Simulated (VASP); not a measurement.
Write the native input for VASP 6.6.1 that does the following.

- Task: single point
- Functional: LDA
- Potentials or basis: VASP PAW LDA potentials, release 64 (Li_sv, N, O)
- Cutoff: 520 eV
- k mesh: 6 × 6 × 6
- Occupations: gaussian, width 0.02 eV
- Spin: no spin polarisation
- Dipole correction: no
- Further INCAR settings: ALGO = Normal; EDIFF = 1e-06; NBANDS = 37

The structure of LiNO3 lies in POSCAR:

```
LiNO3
1.0
    2.2954877546      1.3253004730      4.7717809640
   -2.2954877546      1.3253004730      4.7717809640
    0.0000000000     -2.6506009461      4.7717809640
Li N O
2 2 6
Direct
    0.0000000000      0.0000000000      0.0000000000
    0.5000000000      0.5000000000      0.5000000000
    0.2500000000      0.2500000000      0.2500000000
    0.7500000000      0.7500000000      0.7500000000
    0.5208762834      0.9791237166      0.2500000000
    0.2500000000      0.5208762834      0.9791237166
    0.9791237166      0.2500000000      0.5208762834
    0.4791237166      0.0208762834      0.7500000000
    0.7500000000      0.4791237166      0.0208762834
    0.0208762834      0.7500000000      0.4791237166
```

These files were run (other wordings do the same):

INCAR

```
ALGO = Normal ; EDIFF = 1E-6
ENCUT = 520 ; ISIF = 2
ISMEAR = 0 ; LASPH = T
LCHARG = T ; LELF = T
LREAL = F ; LVHAR = T
LWAVE = F ; NBANDS = 37
NELM = 60 ; PREC = Accurate
SIGMA = 0.02
```

KPOINTS

```
k-points
0
Gamma
  6 6 6
```

Potentials or basis: VASP PAW LDA potentials, release 64 (Li_sv, N, O).

The run is started by

```sh
$ cat potpaw_LDA.64/Li_sv/POTCAR potpaw_LDA.64/N/POTCAR potpaw_LDA.64/O/POTCAR > POTCAR
$ mpirun -np 1 vasp_std > vasp.out
```

It gave:

```
Largest force          : 0.680 eV/Å
Band gap on the k mesh : 3.10 eV, indirect (least direct gap 3.45 eV)
```

Caveat: the standard files for N, O and F lose accuracy on very short bonds.

It took 4.3 min on 1 thread of AMD EPYC 7R13, on a shared host, peak memory 0.21 GiB.
